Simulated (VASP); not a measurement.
Set up this calculation in VASP 6.6.1, as the native input.

```
Task                   : single point
Functional             : r2SCAN
Potentials or basis    : VASP PAW PBE potentials, release 64 (O_h, H_h, C_h)
Cutoff                 : 910 eV
k mesh                 : 1 × 1 × 1
Occupations            : fermi-dirac, width 0.05 eV
Spin                   : no spin polarisation
Dipole correction      : no
Second run             : hard_potentials
Further INCAR settings : LREAL = Auto; ALGO = Normal; EDIFF = 1e-06; NBANDS = 39
```

The system is H10CO6.

```
CELL_PARAMETERS angstrom
5.27044 0.00000 0.00000
0.00000 5.27044 0.00000
0.00000 0.00000 5.27044
ATOMIC_POSITIONS crystal
O 0.10092 0.56384 0.12692
O 0.41025 0.00830 0.94024
O 0.97294 0.08090 0.67958
O 0.68693 0.20285 0.26085
O 0.54500 0.70797 0.36141
O 0.45598 0.51271 0.71252
H 0.19543 0.43283 0.04761
H 0.02260 0.41883 0.23309
H 0.29474 0.07021 0.80327
H 0.42467 0.83585 0.88433
H 0.87672 0.10407 0.52017
H 0.83845 0.07626 0.82012
H 0.56612 0.08352 0.21232
H 0.63444 0.33783 0.13987
H 0.35625 0.68009 0.37166
H 0.82875 0.58604 0.63691
C 0.62315 0.59397 0.57728
```

One way to write it, as run:

POSCAR

```
H10CO6
1.0
    5.2704420000      0.0000000000      0.0000000000
    0.0000000000      5.2704420000      0.0000000000
    0.0000000000      0.0000000000      5.2704420000
O H C
6 10 1
Direct
    0.1009213269      0.5638426530      0.1269153517
    0.4102502219      1.0083025295      0.9402437215
    0.9729354768      0.0809040304      0.6795824715
    0.6869253091      0.2028482621      0.2608509875
    0.5450017285      0.7079671876      0.3614118133
    0.4559769370      0.5127084218      0.7125208853
    0.1954295294      0.4328289734      0.0476051155
    0.0225977252      0.4188263527      0.2330924048
    0.2947380884      1.0702138454      0.8032722872
    0.4246702648      0.8358502000      0.8843281076
    0.8767196376      0.1040709679      0.5201651019
    0.8384496025      0.0762554640      0.8201209690
    0.5661195019      0.0835224067      0.2123161587
    0.6344439423      0.3378274536      0.1398744166
    0.3562509558      0.6800947625      0.3716576333
    0.8287540210      0.5860419297      0.6369105286
    0.6231545665      0.5939729533      0.5772760615
```

INCAR.step1

```
  PREC = Accurate
  ENCUT = 910
  ISMEAR = -1
  SIGMA = 0.05
  LREAL = Auto
  LASPH = T
  NELM = 120
  NBANDS = 39
  GGA = PE
  ALGO = Normal
  EDIFF = 1E-5
  LWAVE = T
  LCHARG = F
  GGA_COMPAT = F
```

INCAR.step2

```
  PREC = Accurate
  ENCUT = 910
  EDIFF = 1E-6
  ISMEAR = -1
  SIGMA = 0.05
  LREAL = Auto
  LASPH = T
  NELM = 120
  ALGO = Normal
  ISIF = 2
  LWAVE = F
  LCHARG = F
  METAGGA = R2SCAN
  LMIXTAU = T
  NBANDS = 39
  ISTART = 1
  GGA_COMPAT = F
```

KPOINTS

```
regular mesh
0
Gamma
  1 1 1
```

Potentials or basis: VASP PAW PBE potentials, release 64 (O_h, H_h, C_h).

Command:

```sh
$ cat potpaw_PBE.64/O_h/POTCAR potpaw_PBE.64/H_h/POTCAR potpaw_PBE.64/C_h/POTCAR > POTCAR
$ cp INCAR.step1 INCAR
$ mpirun -np 1 vasp_gam > vasp.out
$ cp INCAR.step2 INCAR
$ mpirun -np 1 vasp_gam > vasp.out
```

It gave:

The pressure is -1.3 GPa. The largest force is 3.691 eV/Å. The band gap on the k mesh is 5.80 eV.

Caveat: the k points lie up to 1.19 Å⁻¹ apart; the cutoff is under 1.25 times the usual one of these potentials, so pressure, stress and relaxed cells hold a basis-set (Pulay) error; the PAW data sets were made with another functional, which shifts forces and pressure a little.

Wall time 69 s on 1 thread of AMD EPYC 9R45 96-Core Processor (Zen 5), on a shared host, peak memory 0.37 GiB.
